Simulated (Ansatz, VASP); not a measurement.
# IrRh5 in VASP and in Ansatz

The input INCAR:

```
SYSTEM = IrRh5
PREC = Accurate
ENCUT = 600
EDIFF = 1E-7
ISMEAR = 0
SIGMA = 0.1
LREAL = .False.
LASPH = .True.
NELM = 60
ALGO = Fast
ISIF = 3
LWAVE = .False.
LCHARG = .False.
GGA = PE
IBRION = 2
NSW = 90
EDIFFG = -0.04
```

Contents of KPOINTS:

```
Automatic mesh
0
Gamma
  6 6 2
  0 0 0
```

Contents of POSCAR:

```
IrRh5
1.0
    2.7122940200      0.0000000000      0.0000000000
   -1.3561470100      2.3489155200      0.0000000000
    0.0000000000      0.0000000000     12.8765298100
Ir Rh
1 5
Direct
    0.6666666700      0.3333333300      0.5000000000
    0.3333333300      0.6666666700      0.6666666700
    0.3333333300      0.6666666700      0.0000000000
    0.3333333300      0.6666666700      0.3333333300
    0.6666666700      0.3333333300      0.8333333300
    0.6666666700      0.3333333300      0.1666666700
```

Input for Ansatz:

```yaml
crystal:
  lattice:
    - [2.71229402, 0.0, 0.0]
    - [-1.35614701, 2.34891552, 0.0]
    - [0.0, 0.0, 12.87652981]
  atoms:
    - { symbol: Ir, position: [0.66666667, 0.33333333, 0.5] }
    - { symbol: Rh, position: [0.33333333, 0.66666667, 0.66666667] }
    - { symbol: Rh, position: [0.33333333, 0.66666667, 0.0] }
    - { symbol: Rh, position: [0.33333333, 0.66666667, 0.33333333] }
    - { symbol: Rh, position: [0.66666667, 0.33333333, 0.83333333] }
    - { symbol: Rh, position: [0.66666667, 0.33333333, 0.16666667] }
basis:
  ecutwfc: 420
kpoints:
  mp_grid: { grid: [6, 6, 2] }
hamiltonian:
  xc: pbe
scf:
  occupations: { method: gaussian, width: 0.1 }
  lower_state_search: "off"
output:
  forces: true
  stress: true
  eigenvalues: true
relax:
  adjacent_minimum: "off"
  f_tol: 0.04
  max_steps: 70
  cell: { stress_tol: 0.4 }
```

Alike in both runs: task relaxation of cell and atoms; functional PBE; k mesh 6 × 6 × 2; occupations gaussian, width 0.1 eV; no spin polarisation.

```csv
,VASP,Ansatz
version,VASP 6.6.1,Ansatz 0.2.0
potentials or method,"VASP PAW PBE potentials, release 64 (Ir, Rh_pv), cutoff 600 eV","scalar-relativistic, plane waves, PAW"
valence electrons in the cell,84,102
```

VASP gave:

- gap on the k mesh at the Fermi level, each at its own relaxed structure (eV): none
- relaxed volume (Å³/atom): 14.19
- relaxed cell length with the largest relative difference (Å): 13.024

**Question.** Estimate Ansatz's values.

**Answer.** gap on the k mesh at the Fermi level, each at its own relaxed structure (eV): none; relaxed volume (Å³/atom): 14.20; relaxed cell length with the largest relative difference (Å): 13.036.

A gap of «none» marks a metal or a gap that the smearing closes. VASP's potentials hold 84 valence electrons a cell and Ansatz's 102, so a difference there can come from the potentials and not from the codes.

The k mesh is coarse, so the values compare programs but aren't converged. Neither program's run includes spin-orbit coupling.
